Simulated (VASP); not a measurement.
Na: single point with LDA

The system is Na.

```
CELL_PARAMETERS angstrom
-2.08334 2.08334 2.18751
2.08334 -2.08334 2.18751
2.08334 2.08334 -2.18751
ATOMIC_POSITIONS crystal
Na 0.00000 0.00000 0.00000
```

This cell differs from its parent crystal: ratio of the length along z to the lengths across it x 1.05, volume and fractional coordinates fixed.

* Program: VASP 6.6.1
* Task: single point
* Functional: LDA
* Potentials or basis: VASP PAW LDA potentials, release 64 (Na_pv)
* Cutoff: 520 eV
* k mesh: 18 × 18 × 18
* Occupations: gaussian, width 0.15 eV
* Spin: no spin polarisation
* Dipole correction: no
* Further INCAR settings: ALGO = Fast; EDIFF = 1e-07; NBANDS = 10

- Pressure: -1.0 GPa

Levels at points of the mesh, in eV from the Fermi level:
| k point | band 1 | band 2 | band 3 | band 4 | band 5 | band 6 | band 7 | band 8 |
| --- | --- | --- | --- | --- | --- | --- | --- | --- |
| (0.00, 0.00, 0.00) | -24.97 | -24.97 | -24.97 | -3.23 | 11.27 | 11.27 | 11.97 | 12.23 |
| (0.50, 0.00, 0.00) | -25.00 | -24.98 | -24.97 | 0.72 | 1.08 | 8.31 | 9.07 | 9.34 |
| (0.50, 0.50, 0.00) | -25.00 | -24.98 | -24.97 | 0.89 | 1.30 | 7.72 | 8.47 | 8.71 |
| (0.50, 0.50, 0.50) | -24.99 | -24.99 | -24.99 | 4.24 | 4.30 | 4.75 | 5.04 | 5.04 |

Run time: 65 s on 1 thread of Intel(R) Xeon(R) 6975P-C (Granite Rapids) (shared host), peak memory 0.24 GiB.
